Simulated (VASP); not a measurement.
## MnSb: single point with PBEsol

MnSb:

```xyz
4
Lattice="3.7196 0.0000 0.0000 -1.8598 3.2212 0.0000 0.0000 0.0000 5.1805" Properties=species:S:1:pos:R:3 pbc="T T T"
Mn    0.0000    0.0000    0.0000
Mn    0.0000    0.0000    2.5903
Sb    0.0000    2.1475    1.2951
Sb    1.8598    1.0737    3.8854
```

This cell differs from its parent crystal: volume scaled by 0.72.

```yaml
Program: VASP 6.6.1
Task: single point
Functional: PBEsol
Potentials_or_basis: VASP PAW PBE potentials, release 64 (Mn_pv, Sb)
Cutoff: 520 eV
k_mesh: 9 × 9 × 6
Occupations: fermi-dirac, width 0.1 eV
Spin: no spin polarisation
Dipole_correction: no
Further_INCAR_settings: ALGO = Normal; EDIFF = 1e-06; NBANDS = 26
```

```json
{"Pressure": "16.7 GPa", "Band gap on the k mesh": "zero (band 18 reaches 11.62 eV, above the bottom of band 19 at 11.10 eV)"}
```

Stress tensor (GPa, compression positive):
```
20.60  0.00  0.00
 0.00 20.60  0.00
 0.00  0.00  8.91
```

Levels at points of the mesh, in eV from the Fermi level:
| k point | band 14 | band 15 | band 16 | band 17 | band 18 | band 19 | band 20 | band 21 | band 22 | band 23 |
| --- | --- | --- | --- | --- | --- | --- | --- | --- | --- | --- |
| (0.00, 0.00, 0.00) | -1.60 | -0.80 | -0.80 | 0.32 | 0.32 | 1.85 | 1.85 | 2.25 | 4.19 | 4.56 |
| (0.00, 0.00, 0.50) | -2.53 | -0.87 | -0.87 | -0.87 | -0.87 | 1.48 | 1.48 | 4.24 | 4.24 | 4.24 |

Wall time 39 s on 1 thread of Intel(R) Xeon(R) 6975P-C (Granite Rapids), with other jobs on the host, peak memory 0.21 GiB.

Caveat: the PAW data sets were made with another functional, which shifts forces and pressure a little; spin-orbit coupling is left out, which moves the levels of the heavy elements. Spin polarisation is off, so any magnetic state and its effect on volume and gap are missing.
